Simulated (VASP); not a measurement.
# Ta2N (P-3m1) in VASP: a series of runs

Ta2N is run at these levels: PBEsol; tasks: single point.

All numbers are computed with VASP 6.6.1; they aren't measurements. Logs are shortened: lines on timing, memory, paths and dates and some standing lists are left out, and cuts for length are marked.

**1. The cell of the first run**

The structure is trigonal, space group P-3m1 (No. 164). The conventional cell has a = 3.113 Å, b = 3.113 Å, c = 4.870 Å, α = 90.00°, β = 90.00°, γ = 120.00°. Within 2.9 Å of Ta (site symmetry 3m) lie 3 N at 2.18 Å. N (site symmetry -3m) has 6 Ta at 2.18 Å within 2.9 Å.

**2. Single point, PBEsol**

INCAR

```
  ALGO = Normal
  EDIFF = 1E-7
  ENCUT = 520
  GGA = PS
  ISIF = 2
  ISMEAR = -1
  LASPH = True
  LCHARG = False
  LREAL = False
  LWAVE = False
  NBANDS = 20
  NELM = 100
  PREC = Accurate
  SIGMA = 0.1
```

KPOINTS

```
k-points
0
Gamma
  3 3 2
```

POSCAR

```
Ta2N
1.0
    3.1128615100      0.0000000000      0.0000000000
   -1.5564307550      2.6958171461      0.0000000000
    0.0000000000      0.0000000000      4.8698410000
Ta N
2 1
Direct
    0.6666666667      0.3333333333      0.7452890000
    0.3333333333      0.6666666667      0.2547110000
    0.0000000000      0.0000000000      0.0000000000
```

Potentials or basis: VASP PAW PBE potentials, release 64 (Ta_pv, N).

The run is started by

```console
> cat potpaw_PBE.64/Ta_pv/POTCAR potpaw_PBE.64/N/POTCAR > POTCAR
> mpirun -np 1 vasp_std > vasp.out
```

OUTCAR:

```text
EDIFF = 1E-7
   ENCUT = 520
   GGA = PS
   ISIF = 2
   ISMEAR = -1
   LASPH = True
   LREAL = False
   NELM = 100
   PREC = Accurate

 ion  position               nearest neighbor table
   1  0.667  0.333  0.745-   3 2.18   3 2.18   3 2.18   2 2.99   2 2.99   2 2.99   2 3.06   2 3.06
                             2 3.06
   2  0.333  0.667  0.255-   3 2.18   3 2.18   3 2.18   1 2.99   1 2.99   1 2.99   1 3.06   1 3.06
                             1 3.06
   3  0.000  0.000  0.000-   1 2.18   2 2.18   2 2.18   1 2.18   1 2.18   2 2.18

  LATTYP: Found a hexagonal cell.
 ALAT       =     3.1128615100
 C/A-ratio  =     1.5644258456

  Lattice vectors:

 A1 = (   3.1128615100,   0.0000000000,   0.0000000000)
 A2 = (  -1.5564307550,   2.6958171461,   0.0000000000)
 A3 = (   0.0000000000,   0.0000000000,   4.8698410000)

Analysis of symmetry for initial positions (statically):
=====================================================================
 Subroutine PRICEL returns:
 Original cell was already a primitive cell.

 Routine SETGRP: Setting up the symmetry group for a
 hexagonal supercell.

 Subroutine GETGRP returns: Found 12 space group operations
 (whereof 12 operations were pure point group operations)
 out of a pool of 24 trial point group operations.

The static configuration has the point symmetry D_3d.

Analysis of symmetry for dynamics (positions and initial velocities):
=====================================================================
 Subroutine PRICEL returns:
 Original cell was already a primitive cell.

 Routine SETGRP: Setting up the symmetry group for a
 hexagonal supercell.

 Subroutine GETGRP returns: Found 12 space group operations
 (whereof 12 operations were pure point group operations)
 out of a pool of 24 trial point group operations.

The dynamic configuration has the point symmetry D_3d.

 Subroutine INISYM returns: Found 12 space group operations
 (whereof 12 operations are pure point group operations),
 and found     1 'primitive' translations

----------------------------------------------------------------------------------------

                                     Primitive cell

  volume of cell :      40.8663

  direct lattice vectors                    reciprocal lattice vectors
     3.112861510  0.000000000  0.000000000     0.321247828  0.185472520  0.000000000
    -1.556430755  2.695817146  0.000000000     0.000000000  0.370945040  0.000000000
     0.000000000  0.000000000  4.869841000     0.000000000  0.000000000  0.205345513

  length of vectors
     3.112861510  3.112861510  4.869841000     0.370945040  0.370945040  0.205345513

  position of ions in fractional coordinates (direct lattice)
     0.666666667  0.333333333  0.745289000
     0.333333333  0.666666667  0.254711000
     0.000000000  0.000000000  0.000000000

  ion indices of the primitive-cell ions
   primitive index   ion index
                 1           1
                 2           2
                 3           3

----------------------------------------------------------------------------------------

 KPOINTS: k-points

Automatic generation of k-mesh.
 Grid dimensions read from file:
 generate k-points for:    3    3    2

 Generating k-lattice:

  Cartesian coordinates                     Fractional coordinates (reciprocal lattice)
     0.107082609  0.061824173  0.000000000     0.333333333  0.000000000  0.000000000
     0.000000000  0.123648347  0.000000000     0.000000000  0.333333333  0.000000000
     0.000000000  0.000000000  0.102672757     0.000000000  0.000000000  0.500000000

  Length of vectors
     0.123648347  0.123648347  0.102672757

  Shift w.r.t. Gamma in fractional coordinates (k-lattice)
     0.000000000  0.000000000  0.000000000

 Subroutine IBZKPT returns following result:
 ===========================================

 Found      6 irreducible k-points:

 Following reciprocal coordinates:
            Coordinates               Weight
  0.000000  0.000000  0.000000      1.000000
  0.333333  0.000000  0.000000      6.000000
  0.333333  0.333333  0.000000      2.000000
  0.000000  0.000000  0.500000      1.000000
  0.333333  0.000000  0.500000      6.000000
  0.333333  0.333333  0.500000      2.000000
   k-points           NKPTS =      6   k-points in BZ     NKDIM =      6   number of bands    NBANDS=     20
   number of dos      NEDOS =    301   number of ions     NIONS =      3
   total plane-waves  NPLWV =  20736
   dimension x,y,z NGX =    24 NGY =   24 NGZ =   36
   dimension x,y,z NGXF=    48 NGYF=   48 NGZF=   72
   ions per type =               2   1
   NGX,Y,Z   is equivalent  to a cutoff of  12.82, 12.82, 12.29 a.u.
   NGXF,Y,Z  is equivalent  to a cutoff of  25.63, 25.63, 24.58 a.u.
 SYSTEM =  unknown system
   PREC   = accura    normal or accurate (medium, high low for compatibility)
   ISTART =      0    job   : 0-new  1-cont  2-samecut
   ICHARG =      2    charge: 1-file 2-atom 10-const
[... 78 lines left out ...]
     16       7.5377      1.29466
     17       7.6459      0.76707
     18       8.4567      0.00037
     19       8.4567      0.00037
     20      12.2339      0.00000

 k-point     2 :       0.3333    0.0000    0.0000
  band No.  band energies     occupation
      1     -28.1184      2.00000
      2     -28.0575      2.00000
      3     -27.9205      2.00000
      4     -27.7744      2.00000
      5     -27.5511      2.00000
      6     -27.5345      2.00000
      7      -9.3005      2.00000
      8      -0.9567      2.00000
      9       0.5644      2.00000
     10       1.1108      2.00000
     11       3.2106      2.00000
     12       4.5611      2.00000
     13       5.5292      2.00000
     14       8.0243      0.02789
     15       8.9390      0.00000
     16       9.6440      0.00000
     17       9.7428      0.00000
     18      11.1700      0.00000
     19      11.4425      0.00000
     20      12.6750      0.00000

 k-point     3 :       0.3333    0.3333    0.0000
  band No.  band energies     occupation
      1     -28.1675      2.00000
      2     -27.9470      2.00000
      3     -27.9470      2.00000
      4     -27.8173      2.00000
      5     -27.7722      2.00000
      6     -27.7722      2.00000
      7      -9.0817      2.00000
      8      -0.0170      2.00000
      9      -0.0170      2.00000
     10       1.1600      2.00000
     11       3.9511      2.00000
     12       4.6018      2.00000
     13       4.6018      2.00000
     14       8.5703      0.00012
     15       8.5703      0.00012
     16      10.2272      0.00000
     17      10.7187      0.00000
     18      10.7187      0.00000
     19      11.0567      0.00000
     20      14.4297      0.00000

 k-point     4 :       0.0000    0.0000    0.5000
  band No.  band energies     occupation
      1     -27.9354      2.00000
      2     -27.8645      2.00000
      3     -27.5726      2.00000
      4     -27.5726      2.00000
      5     -27.5520      2.00000
      6     -27.5520      2.00000
      7      -9.7791      2.00000
      8      -1.7041      2.00000
      9       1.1201      2.00000
     10       1.1201      2.00000
     11       4.4466      2.00000
     12       4.6949      2.00000
     13       6.1621      2.00000
     14       6.1621      2.00000
     15       9.1180      0.00000
     16       9.1926      0.00000
     17       9.5448      0.00000
     18       9.5448      0.00000
     19       9.9160      0.00000
     20       9.9160      0.00000

 k-point     5 :       0.3333    0.0000    0.5000
  band No.  band energies     occupation
      1     -28.2014      2.00000
      2     -28.1279      2.00000
      3     -27.6697      2.00000
      4     -27.6597      2.00000
      5     -27.6580      2.00000
      6     -27.6378      2.00000
      7      -9.3215      2.00000
      8      -0.7629      2.00000
      9       0.5199      2.00000
     10       1.2555      2.00000
     11       3.9112      2.00000
     12       4.2838      2.00000
     13       5.5566      2.00000
     14       7.4715      1.56110
     15       7.8536      0.14454
     16       9.3368      0.00000
     17       9.6272      0.00000
     18      10.4060      0.00000
     19      11.4038      0.00000
     20      13.0697      0.00000

 k-point     6 :       0.3333    0.3333    0.5000
  band No.  band energies     occupation
      1     -28.1476      2.00000
      2     -28.1476      2.00000
      3     -28.0207      2.00000
      4     -27.9703      2.00000
      5     -27.5602      2.00000
      6     -27.5602      2.00000
      7      -9.0433      2.00000
      8      -0.3385      2.00000
      9      -0.3385      2.00000
     10       0.9943      2.00000
     11       4.8626      2.00000
     12       5.4023      2.00000
     13       5.4023      2.00000
     14       7.9001      0.09329
     15       8.0701      0.01773
     16       8.0701      0.01773
     17      11.2683      0.00000
     18      11.2683      0.00000
     19      12.7984      0.00000
     20      12.8642      0.00000

------------------------ aborting loop because EDIFF is reached ----------------------------------------

  FORCE on cell =-STRESS in cart. coord.  units (eV):
  Direction    XX          YY          ZZ          XY          YZ          ZX
  --------------------------------------------------------------------------------------
  -------------------------------------------------------------------------------------
  Total       -2.5006967     -2.5006967      1.0280091      0.0000000     -0.0000000      0.0000000
  in kB      -98.0407435    -98.0407435     40.3034774      0.0000000     -0.0000000      0.0000000
  external PRESSURE =     -51.9260032 kB  Pullay stress =       0.0000000 kB

 VOLUME and BASIS-vectors are now :
 -----------------------------------------------------------------------------
  energy-cutoff  :      520.00
  volume of cell :       40.87
      direct lattice vectors                 reciprocal lattice vectors
     3.112861510  0.000000000  0.000000000     0.321247828  0.185472520  0.000000000
    -1.556430755  2.695817146  0.000000000     0.000000000  0.370945040  0.000000000
     0.000000000  0.000000000  4.869841000     0.000000000  0.000000000  0.205345513

 POSITION                                       TOTAL-FORCE (eV/Angst)
 -----------------------------------------------------------------------------------
      1.55643      0.89861      3.62944        -0.000000      0.000000     -1.161604
     -0.00000      1.79721      1.24040         0.000000     -0.000000      1.161604
      0.00000      0.00000      0.00000        -0.000000      0.000000      0.000000
 -----------------------------------------------------------------------------------
    total drift:                               -0.000000      0.000000      0.000000

  FREE ENERGIE OF THE ION-ELECTRON SYSTEM (eV)
  ---------------------------------------------------
  free  energy   TOTEN  =       -36.0045551497 eV

  energy  without entropy=      -35.9183531852  energy(sigma->0) =      -35.96145417
```

Wall time 5 s (1 thread of Intel Xeon 6975P-C (Granite Rapids), shared host); peak memory 0.14 GiB.

Results:

```yaml
Free_energy: -36.0046 eV
Pressure: -5.2 GPa
Largest_force: 1.162 eV/Å
```

Forces in eV/Å, atoms in the order of the input:
```
Ta   0.000  0.000 -1.162
Ta   0.000  0.000  1.162
N    0.000  0.000  0.000
```

Caveat: the k points lie up to 0.78 Å⁻¹ apart; the PAW data sets were made with another functional, which shifts forces and pressure a little; spin-orbit coupling is left out, which moves the levels of the heavy elements.

**3. Single point, PBEsol**

INCAR

```
SYSTEM = Ta2N
PREC     = Accurate       ! precision mode
ENCUT    = 520            ! plane-wave cutoff, eV
EDIFF    = 1E-7           ! SCF threshold, eV
ISMEAR   = -1             ! smearing method
SIGMA    = 0.1            ! smearing width, eV
LREAL    = .False.        ! projectors in reciprocal space
LASPH    = .True.         ! aspherical terms in the spheres
NELM     = 60             ! most SCF steps
ALGO     = Normal         ! electronic algorithm
ISIF     = 2              ! what is computed and relaxed
LWAVE    = .False.        ! write WAVECAR
LCHARG   = .True.         ! write CHGCAR
GGA      = PS             ! functional
LELF     = .True.         ! ELF
LVHAR    = .True.       
NBANDS   = 20             ! bands
```

KPOINTS

```
Automatic mesh
0
Gamma
  4 4 2
  0 0 0
```

POSCAR is that of step 2.

Potentials or basis: VASP PAW PBE potentials, release 64 (Ta_pv, N).

The run is started by

```console
> cat potpaw_PBE.64/Ta_pv/POTCAR potpaw_PBE.64/N/POTCAR > POTCAR
> mpirun -np 1 vasp_std > vasp.out
```

Wall time 5.4 s (1 thread of Intel Xeon 6975P-C (Granite Rapids), shared host); peak memory 0.14 GiB.

Results (log left out):

| Quantity | Value |
| --- | --- |
| Free energy | -36.2931 eV |
| Pressure | -7.7 GPa |
| Largest force | 0.498 eV/Å |

Forces on the atoms (eV/Å):
```
Ta   0.000  0.000  0.498
Ta   0.000  0.000 -0.498
N    0.000  0.000  0.000
```

Stress tensor (GPa, compression positive):
```
-9.75  0.00  0.00
 0.00 -9.75  0.00
 0.00  0.00 -3.74
```

Levels at points of the mesh, in eV from the Fermi level:
```csv
k point,band 11,band 12,band 13,band 14,band 15,band 16
"(0.00, 0.00, 0.00)",-5.00,-0.73,-0.27,-0.27,0.20,0.20
"(0.50, 0.00, 0.00)",-4.58,-2.67,-1.42,1.73,1.83,3.65
"(0.00, 0.00, 0.50)",-2.90,-2.69,-1.16,-1.16,1.75,1.86
"(0.50, 0.00, 0.50)",-3.32,-2.20,-2.18,-0.29,0.65,3.24
```

Caveat: the k points lie up to 0.65 Å⁻¹ apart; the PAW data sets were made with another functional, which shifts forces and pressure a little; spin-orbit coupling is left out, which moves the levels of the heavy elements.

**4. Single point, PBEsol**

INCAR

```
  ALGO = Normal
  EDIFF = 1E-6
  ENCUT = 520
  GGA = PS
  ISIF = 2
  ISMEAR = -1
  LASPH = True
  LCHARG = True
  LELF = True
  LREAL = False
  LVHAR = True
  LWAVE = False
  NBANDS = 20
  NELM = 80
  PREC = Accurate
  SIGMA = 0.1
```

KPOINTS

```
k-points
0
Gamma
  5 5 3
```

POSCAR is that of step 3.

The run is started by

```console
> cat potpaw_PBE.64/Ta_pv/POTCAR potpaw_PBE.64/N/POTCAR > POTCAR
> mpirun -np 1 vasp_std > vasp.out
```

Run time: 6.1 s. Hardware: 1 thread of Intel Xeon 6975P-C (Granite Rapids), shared host; peak memory 0.15 GiB.

It converged, with:

```yaml
Free_energy: -36.4274 eV
Pressure: -8.3 GPa
Largest_force: 0.748 eV/Å
```

Forces on the atoms (eV/Å):
```
Ta   0.000  0.000  0.748
Ta   0.000  0.000 -0.748
N    0.000  0.000  0.000
```

Stress tensor (GPa, compression positive):
```
-8.82  0.00  0.00
 0.00 -8.82  0.00
 0.00  0.00 -7.40
```

Levels at points of the mesh, in eV from the Fermi level:
| k point | band 10 | band 11 | band 12 | band 13 | band 14 | band 15 | band 16 | band 17 |
| --- | --- | --- | --- | --- | --- | --- | --- | --- |
| (0.00, 0.00, 0.00) | -6.00 | -4.92 | -0.64 | -0.23 | -0.23 | 0.28 | 0.28 | 0.33 |

Caveat: the k points lie up to 0.47 Å⁻¹ apart; the PAW data sets were made with another functional, which shifts forces and pressure a little; spin-orbit coupling is left out, which moves the levels of the heavy elements.

**5. Single point, PBEsol**

INCAR

```
SYSTEM = Ta2N
ALGO = Normal
EDIFF = 1E-6
ENCUT = 520
GGA = PS
ISIF = 2
ISMEAR = -1
LASPH = .TRUE.
LCHARG = .FALSE.
LREAL = .FALSE.
LWAVE = .FALSE.
NBANDS = 20
NELM = 100
PREC = Accurate
SIGMA = 0.1
```

KPOINTS

```
k-points
0
G
  6 6 3
  0 0 0
```

POSCAR is that of step 4.

The run is started by

```console
> cat potpaw_PBE.64/Ta_pv/POTCAR potpaw_PBE.64/N/POTCAR > POTCAR
> mpirun -np 1 vasp_std > vasp.out
```

Wall time 7.1 s (1 thread of Intel Xeon 6975P-C (Granite Rapids), shared host); peak memory 0.15 GiB.

Results (log left out):

| Item | Value |
| --- | --- |
| Free energy | -36.4759 eV |
| Pressure | -8.6 GPa |
| Largest force | 0.247 eV/Å |

Forces in eV/Å, atoms in the order of the input:
```
Ta   0.000  0.000  0.247
Ta   0.000  0.000 -0.247
N    0.000  0.000  0.000
```

Stress tensor (GPa, compression positive):
```
-8.43  0.00  0.00
 0.00 -8.43  0.00
 0.00  0.00 -8.95
```

Levels at points of the mesh, in eV from the Fermi level:
```tsv
k point	band 11	band 12	band 13	band 14	band 15	band 16
(0.00, 0.00, 0.00)	-5.01	-0.75	-0.32	-0.32	0.19	0.19
(0.50, 0.00, 0.00)	-4.61	-2.67	-1.43	1.70	1.82	3.62
```

Caveat: the k points lie up to 0.43 Å⁻¹ apart; the PAW data sets were made with another functional, which shifts forces and pressure a little; spin-orbit coupling is left out, which moves the levels of the heavy elements.

**6. Single point, PBEsol**

INCAR

```
SYSTEM = Ta2N
PREC = Accurate
ENCUT = 520
EDIFF = 1E-6
ISMEAR = -1
SIGMA = 0.1
LREAL = .False.
LASPH = .True.
NELM = 80
ALGO = Normal
ISIF = 2
LWAVE = .False.
LCHARG = .False.
GGA = PS
NBANDS = 20
```

KPOINTS

```
regular mesh
0
Gamma
  7 7 4
  0 0 0
```

POSCAR is that of step 5.

Potentials or basis: VASP PAW PBE potentials, release 64 (Ta_pv, N).

The run is started by

```console
> cat potpaw_PBE.64/Ta_pv/POTCAR potpaw_PBE.64/N/POTCAR > POTCAR
> mpirun -np 1 vasp_std > vasp.out
```

Run time: 9.6 s. Hardware: 1 thread of Intel Xeon 6975P-C (Granite Rapids), shared host; peak memory 0.16 GiB.

It converged, with:

```
Free energy   : -36.4715 eV
Pressure      : -8.6 GPa
Largest force : 0.264 eV/Å
```

Forces in eV/Å, atoms in the order of the input:
```
Ta   0.000  0.000  0.264
Ta   0.000  0.000 -0.264
N    0.000  0.000  0.000
```

Stress tensor (GPa, compression positive):
```
-8.43  0.00  0.00
 0.00 -8.43  0.00
 0.00  0.00 -8.81
```

Levels at points of the mesh, in eV from the Fermi level:
```csv
k point,band 11,band 12,band 13,band 14,band 15,band 16,band 17,band 18
"(0.00, 0.00, 0.00)",-4.98,-0.72,-0.29,-0.29,0.22,0.22,0.26,1.12
"(0.00, 0.00, 0.50)",-2.90,-2.67,-1.17,-1.17,1.75,1.85,2.22,2.22
```

Caveat: the PAW data sets were made with another functional, which shifts forces and pressure a little; spin-orbit coupling is left out, which moves the levels of the heavy elements.

**7. Overview**

| k mesh | gap on the mesh (eV) | pressure (GPa) | largest force (eV/Å) |
| --- | --- | --- | --- |
| 3 × 3 × 2 | none | -5.2 | 1.16 |
| 4 × 4 × 2 | none | -7.7 | 0.50 |
| 5 × 5 × 3 | none | -8.3 | 0.75 |
| 6 × 6 × 3 | none | -8.6 | 0.25 |
| 7 × 7 × 4 | none | -8.6 | 0.26 |

Alike in all rows: task single point; level PBEsol; potentials or basis VASP PAW PBE potentials, release 64 (Ta_pv, N); no spin polarisation; cell as given; cutoff (eV) 520; smearing fermi-dirac 0.1 eV.

Caveats: some runs use coarse meshes; the PAW data sets were made with another functional, which shifts forces and pressure a little; spin-orbit coupling is left out, which moves the levels of the heavy elements.

Absolute energies hang on the potentials; compare differences alone.
